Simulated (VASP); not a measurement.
A run of VASP 6.6.1 is set up as follows.

Contents of INCAR:

```
PREC = Accurate
ENCUT = 520
EDIFF = 1E-7
ISMEAR = -1
SIGMA = 0.02
LREAL = F
LASPH = T
NELM = 100
ALGO = Normal
ISIF = 2
LWAVE = F
LCHARG = F
GGA = PE
NBANDS = 30
```

Contents of KPOINTS:

```
Automatic mesh
0
Gamma
  4 4 4
```

The input POSCAR:

```
CsPbBr3
1.0
    5.7646724799      0.0000000000      0.0000000000
    0.0000000000      5.7646724799      0.0000000000
    0.0000000000      0.0000000000      5.7646724799
Cs Pb Br
1 1 3
Direct
    0.0000000000      0.0000000000      0.0000000000
    0.5000000000      0.5000000000      0.5000000000
    0.5000000000      0.5000000000      0.0000000000
    0.5000000000      0.0000000000      0.5000000000
    0.0000000000      0.5000000000      0.5000000000
```

Potentials or basis: VASP PAW PBE potentials, release 64 (Cs_sv, Pb_d, Br).

Run with:

```sh
$ cat potpaw_PBE.64/Cs_sv/POTCAR potpaw_PBE.64/Pb_d/POTCAR potpaw_PBE.64/Br/POTCAR > POTCAR
$ mpirun -np 1 vasp_std > vasp.out
```

**Question.** Estimate the band gap on the k mesh.

**Answer.** 1.28 eV.

**Question.** What does it give for the pressure?

**Answer.** 3.1 GPa.

Caveat: the cell differs from its parent crystal (strain -3.0%); the cell stands under pressure; spin-orbit coupling is left out, which moves the levels of the heavy elements. A k mesh can miss the band edges.
